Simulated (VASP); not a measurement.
The system is Cl.

```
Cl
1.0
     2.91000    0.00000    0.00000
     0.00000    2.91000    0.00000
     0.00000    0.00000    2.91000
Cl
1
Direct
  0.00000 0.00000 0.00000
```

- Program: VASP 6.6.1
- Task: relaxation of cell and atoms
- Functional: PBEsol
- Potentials or basis: VASP PAW PBE potentials, release 64 (Cl)
- Cutoff: 600 eV
- k mesh: 6 × 6 × 6
- Occupations: fermi-dirac, width 0.02 eV
- Spin: no spin polarisation

At the start: pressure -4.8 GPa; volume 24.64 Å³/atom.

Question: Where does the relaxation end?

Answer: Over 3 steps the energy falls by 60.5 meV/atom and the volume is 21.29 Å³/atom (-13.6 %); space group Pm-3m (No. 221, to 0.05 Å).

The path:
```
step  energy change (eV)  largest force (eV/Å)  pressure (GPa)  volume (Å³)
   1              0.0000                0.0000           -4.84        24.64
   2             -0.0558                0.0000           -1.70        22.08
   3             -0.0605                0.0000           -0.14        21.29
```

Final structure:
```
Cl
1.0
     2.77177    0.00000    0.00000
     0.00000    2.77177    0.00000
     0.00000    0.00000    2.77177
Cl
1
Direct
  0.00000 0.00000 0.00000
```

Caveat: the PAW data sets were made with another functional, which shifts forces and pressure a little; an odd number of electrons without spin polarisation forces a metal; a magnetic or distorted state may lie lower.
